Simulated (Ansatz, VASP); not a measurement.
**Two plane-wave programs on MnHg**

```
CELL_PARAMETERS angstrom
3.50303 0.00000 0.00000
0.00000 3.50303 0.00000
0.00000 0.00000 3.50303
ATOMIC_POSITIONS crystal
Mn 0.50000 0.50000 0.50000
Hg 0.00000 0.00000 0.00000
```

Change from the starting cell: volume scaled by 1.18, no spin polarisation, PAW files.

Alike in both runs: task single point; functional PBE; k mesh 10 × 10 × 10; occupations fermi-dirac, width 0.1 eV; no spin polarisation.

|  | VASP | Ansatz |
| --- | --- | --- |
| version | VASP 6.6.1 | Ansatz 0.2.0 |
| potentials or method | VASP PAW PBE potentials, release 64 (Mn_pv, Hg) | PAW with Ansatz's default frozen-core files, scalar-relativistic |
| plane-wave cutoff (eV) | 520 | 420 |
| valence electrons in the cell | 25 | 35 |

|  | VASP | Ansatz | Ansatz less VASP |
| --- | --- | --- | --- |
| pressure (GPa) | -18.9 | -19.2 | -0.33 |

The functional is the same, so the differences come from potentials, cutoffs and numerics. VASP's potentials hold 25 valence electrons a cell and Ansatz's 35, so a difference there can come from the potentials and not from the codes.

Neither program's run includes spin-orbit coupling.
